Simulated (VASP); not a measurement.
Wanted: the native input for a VASP 6.6.1 run.

| Property | Result |
| --- | --- |
| Task | single point |
| Functional | PBE |
| Potentials or basis | VASP PAW PBE potentials, release 64 (W_sv) |
| Cutoff | 520 eV |
| k mesh | 20 × 20 × 20 |
| Occupations | gaussian, width 0.15 eV |
| Spin | no spin polarisation |
| Dipole correction | no |
| Further INCAR settings | ALGO = Fast; EDIFF = 1e-06; NBANDS = 13 |

The structure of W lies in POSCAR:

```
W
1.0
   -1.5973000000      1.6122347550      1.6122347550
    1.5973000000     -1.5823652450      1.5823652450
    1.5973000000      1.5823652450     -1.5823652450
W
1
Direct
    0.0000000000      0.0000000000      0.0000000000
```

This cell differs from its parent crystal: strain +0.0187 x Voigt [0, 0, 0, 1, 0, 0].

The input as run:

INCAR

```
ALGO     = Fast           # electronic algorithm
EDIFF    = 1E-6           # SCF threshold, eV
ENCUT    = 520            # plane-wave cutoff, eV
GGA      = PE             # functional
ISIF     = 2              # what is computed and relaxed
ISMEAR   = 0              # smearing method
LASPH    = True           # aspherical terms in the spheres
LCHARG   = True           # write CHGCAR
LELF     = True           # ELF
LREAL    = False          # projectors in reciprocal space
LVHAR    = True         
LWAVE    = False          # write WAVECAR
NBANDS   = 13             # bands
NELM     = 100            # most SCF steps
PREC     = Accurate       # precision mode
SIGMA    = 0.15           # smearing width, eV
```

KPOINTS

```
k-points
0
Gamma
  20 20 20
```

Potentials or basis: VASP PAW PBE potentials, release 64 (W_sv).

Command:

```bash
$ cat potpaw_PBE.64/W_sv/POTCAR > POTCAR
$ mpirun -np 1 vasp_std > vasp.out
```

Results of the run:

```
Pressure               : -2.6 GPa
Band gap on the k mesh : zero (bands 7 and 8 overlap by 5.86 eV)
```

Caveat: the cell differs from its parent crystal (strain +0.0187 x Voigt [0, 0, 0, 1, 0, 0]); spin-orbit coupling is left out, which moves the levels of the heavy elements.

Run time: 3.4 min on 1 thread of Intel Xeon 8259CL (shared host), peak memory 0.33 GiB.
